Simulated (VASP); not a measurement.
Input of a VASP 6.6.1 run:

Contents of POSCAR:

```
Te
1.0
    2.3059043450      1.3313144943      1.6909537033
   -2.3059043450      1.3313144943      1.6909537033
    0.0000000000     -2.6626289886      1.6909537033
Te
1
Direct
    0.5000000000      0.5000000000      0.5000000000
```

INCAR.step1

```
SYSTEM = Te
ALGO = Normal
EDIFF = 1E-5
ENCUT = 440
GGA = PE
GGA_COMPAT = .False.
ISIF = 2
ISMEAR = 1
LASPH = .True.
LCHARG = .False.
LREAL = .False.
LWAVE = .True.
NBANDS = 9
NELM = 120
PREC = Accurate
SIGMA = 0.1
```

Contents of INCAR.step2:

```
SYSTEM = Te
AEXX = 0.25
ALGO = Normal
EDIFF = 1E-6
ENCUT = 440
GGA_COMPAT = .False.
ISIF = 2
ISMEAR = 1
ISTART = 1
IVDW = 12
LASPH = .True.
LCHARG = .False.
LHFCALC = .True.
LMIXTAU = .True.
LREAL = .False.
LWAVE = .False.
METAGGA = R2SCAN
NBANDS = 9
NELM = 120
PREC = Accurate
PRECFOCK = Normal
SIGMA = 0.1
VDW_A1 = 0.4534
VDW_A2 = 5.8972
VDW_S6 = 1.0
VDW_S8 = 1.1846
```

KPOINTS

```
k-points
0
Gamma
  6 6 6
  0 0 0
```

Potentials or basis: VASP PAW PBE potentials, release 64 (Te).

Run with:

```bash
$ cat potpaw_PBE.64/Te/POTCAR > POTCAR
$ cp INCAR.step1 INCAR
$ mpirun -np 1 vasp_std > vasp.out
$ cp INCAR.step2 INCAR
$ mpirun -np 1 vasp_std > vasp.out
```

**Question.** What does it give for the pressure?

**Answer.** -2.8 GPa.

**Question.** Estimate the band gap on the k mesh.

**Answer.** Zero (bands 3 and 4 overlap by 6.75 eV).

**Question.** Estimate the dispersion energy per atom.

**Answer.** -0.285 eV.

Stress tensor (GPa, compression positive):
```
-3.62  0.00  0.00
 0.00 -3.62  0.00
 0.00  0.00 -1.19
```

Caveat: three body term missing; the PAW data sets were made with another functional, which shifts forces and pressure a little; spin-orbit coupling is left out, which moves the levels of the heavy elements.
